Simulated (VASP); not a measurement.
Runs of VASP 6.6.1 on Se. The structure is that of space group P6/mmm (No. 191), or close to it. The cells are those of the table. The cell was built from a structure type or drawn by symmetry, and may not be a known phase.

```tsv
task	cell	k mesh	cutoff (eV)	gap on the mesh (eV)	pressure (GPa)	relaxed volume (Å³/atom)
single point	a = 4.480, b = 4.480, c = 4.102 Å, angles 90.0, 90.0, 120.0°, 2 atoms	12 × 12 × 12	520	none	0.0	-
relaxation of cell and atoms	relaxed from a = 4.480, b = 4.480, c = 4.102 Å, angles 90.0, 90.0, 120.0°, 2 atoms	12 × 12 × 14	600	none	0.0	-
single point	a = 4.440, b = 4.440, c = 4.857 Å, angles 90.0, 90.0, 120.0°, 2 atoms	6 × 6 × 4	520	none	0.2	-
single point	a = 3.588, b = 3.588, c = 5.620 Å, angles 90.0, 90.0, 120.0°, 2 atoms	6 × 6 × 4	520	none	50.4	-
relaxation of cell and atoms	relaxed from a = 3.588, b = 3.588, c = 5.620 Å, angles 90.0, 90.0, 120.0°, 2 atoms	6 × 6 × 4	600	none	0.0	(a)
single point	a = 4.480, b = 4.480, c = 4.102 Å, angles 90.0, 90.0, 120.0°, 2 atoms	12 × 12 × 14	520	none	0.0	-
relaxation of cell and atoms	relaxed from a = 4.440, b = 4.440, c = 4.857 Å, angles 90.0, 90.0, 120.0°, 2 atoms	12 × 12 × 12	600	none	0.0	38.05
```

Alike in all rows: level PBE; potentials or basis VASP PAW PBE potentials, release 64 (Se); no spin polarisation; smearing gaussian 0.1 eV.

Question: Fill in the values left out.

Answer: (a) 48.21.

Caveats: this functional lacks dispersion, which binds the layers, so the pressure and a relaxed spacing across them are unreliable (at least some runs); the relaxation stopped at its first step, so nothing moved (at least some runs); the cell stands under pressure (at least some runs); the volume moved by over 15 % at a fixed basis, so the end points are rough (at least some runs).

A k mesh can miss the band edges, and the runs leave out spin-orbit coupling on Se.

A gap of «none» marks levels without a gap at the run's occupations.
